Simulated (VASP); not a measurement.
**Fe: single point with PBE**

The system is Fe.

```
CELL_PARAMETERS angstrom
-1.41559 1.41559 1.41559
1.41559 -1.41559 1.41559
1.41559 1.41559 -1.41559
ATOMIC_POSITIONS crystal
Fe 0.00000 0.00000 0.00000
```

- Program: VASP 6.6.1
- Task: single point
- Functional: PBE
- Potentials or basis: VASP PAW PBE potentials, release 64 (Fe)
- Cutoff: 520 eV
- k mesh: 22 × 22 × 22
- Occupations: gaussian, width 0.05 eV
- Spin: collinear spin, ferromagnetic start
- Starting moments: [2.41] μB
- Dipole correction: no
- Further INCAR settings: ALGO = Normal; EDIFF = 1e-06; NBANDS = 14

```
Pressure                                              : -0.6 GPa
Net moment                                            : 2.18 μB per cell
Site moments                                          : Fe +2.17 μB
Valence electrons inside the program's atomic spheres : Fe 7.27
```

Levels at points of the mesh, in eV from the Fermi level:
Spin up:
| k point | band 2 | band 3 | band 4 | band 5 | band 6 | band 7 | band 8 | band 9 |
| --- | --- | --- | --- | --- | --- | --- | --- | --- |
| (0.00, 0.00, 0.00) | -2.28 | -2.28 | -2.28 | -1.08 | -1.08 | 25.05 | 25.05 | 25.05 |
| (0.50, 0.00, 0.00) | -3.37 | -1.01 | -0.89 | 0.41 | 0.53 | 7.38 | 18.39 | 20.26 |
| (0.50, 0.50, 0.50) | -4.84 | 0.14 | 0.14 | 0.14 | 9.96 | 9.96 | 9.96 | 15.67 |
Spin down:
```csv
k point,band 1,band 2,band 3,band 4,band 5,band 6,band 7
"(0.00, 0.00, 0.00)",-8.26,-0.40,-0.40,-0.40,1.67,1.67,24.80
"(0.50, 0.00, 0.00)",-3.64,-1.68,0.64,1.52,1.92,2.60,8.74
"(0.50, 0.50, 0.50)",-3.02,-3.02,2.30,2.30,2.30,10.23,10.23
```

Wall time 59 s on 1 thread of AMD EPYC 7R13 Processor (Zen 3) (shared host), peak memory 0.16 GiB.
